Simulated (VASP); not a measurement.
RbBr, 2 atoms in the cell. Symmetry: Pm-3m, No. 221, cubic system. Conventional cell: a = 4.128 Å, b = 4.128 Å, c = 4.128 Å, α = 90.00°, β = 90.00°, γ = 90.00°. Rb (site symmetry m-3m) has 8 Br at 3.57 Å and 6 Rb at 4.13 Å within 4.7 Å. Br (site symmetry m-3m) has 8 Rb at 3.57 Å and 6 Br at 4.13 Å within 4.7 Å. 

```yaml
Program: VASP 6.6.1
Task: single point
Functional: PBE-based screened hybrid with 10 % exact exchange
Potentials_or_basis: VASP PAW PBE potentials, release 64 (Rb_sv, Br)
Cutoff: 520 eV
k_mesh: 4 × 4 × 4
Occupations: gaussian, width 0.01 eV
Spin: no spin polarisation
Dipole_correction: no
Grid_for_exact_exchange_PRECFOCK: Normal
Share_of_exact_exchange: 0.1
Further_INCAR_settings: ALGO = Normal; EDIFF = 1e-06; NBANDS = 15
Screening_parameter: 0.1 1/Å
```

Potentials or basis: VASP PAW PBE potentials, release 64 (Rb_sv, Br).

Launch:

```console
$ cat potpaw_PBE.64/Rb_sv/POTCAR potpaw_PBE.64/Br/POTCAR > POTCAR
$ cp INCAR.step1 INCAR
$ mpirun -np 1 vasp_std > vasp.out
$ cp INCAR.step2 INCAR
$ mpirun -np 1 vasp_std > vasp.out
```

Hardware: 1 thread of Intel(R) Xeon(R) Platinum 8488C (Sapphire Rapids), with other jobs on the host.

Question: How long does it take, and how much memory?

Answer: Wall time 5.7 min on 1 thread of Intel(R) Xeon(R) Platinum 8488C (Sapphire Rapids), with other jobs on the host, peak memory 0.29 GiB. Counts: k points 10.
